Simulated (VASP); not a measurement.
SmAuSe3, 5 atoms in the cell. The structure is hexagonal, space group P6/mmm (No. 191). Conventional cell: a = 5.822 Å, b = 5.822 Å, c = 5.781 Å, α = 90.00°, β = 90.00°, γ = 120.00°. Within 3.8 Å of Sm (site symmetry 6/mmm) lie 2 Au at 2.89 Å and 6 Se at 2.91 Å. Within 3.8 Å of Se (site symmetry mmm) lie 4 Se at 2.91 Å and 2 Sm at 2.91 Å. Within 3.8 Å of Au (site symmetry 6/mmm) lie 2 Sm at 2.89 Å. The cell was generated, and may not be a known phase.

```yaml
Program: VASP 6.6.1
Task: single point
Functional: PBE
Potentials_or_basis: VASP PAW PBE potentials, release 64 (Sm, Se, Au)
Cutoff: 520 eV
k_mesh: 3 × 3 × 4
Occupations: gaussian, width 0.1 eV
Spin: collinear spin
Starting_moments: "[0.0, 0.0, 0.0, 0.0, 1.0] μB"
Dipole_correction: no
Further_INCAR_settings: ALGO = Normal; EDIFF = 1e-06; NBANDS = 34
```

Potentials or basis: VASP PAW PBE potentials, release 64 (Sm, Se, Au).

Run with:

```console
$ cat potpaw_PBE.64/Sm/POTCAR potpaw_PBE.64/Se/POTCAR potpaw_PBE.64/Au/POTCAR > POTCAR
$ mpirun -np 1 vasp_std > vasp.out
```

Hardware: 1 thread of Intel(R) Xeon(R) Platinum 8259CL CPU @ 2.50GHz (Skylake/Cascade Lake), with other jobs on the host.

Problem. Estimate the wall time of this run.

Solution. Wall time 15 min on 1 thread of Intel(R) Xeon(R) Platinum 8259CL CPU @ 2.50GHz (Skylake/Cascade Lake), on a shared host, peak memory 0.47 GiB. Counts: scf iterations 64, k points 9.
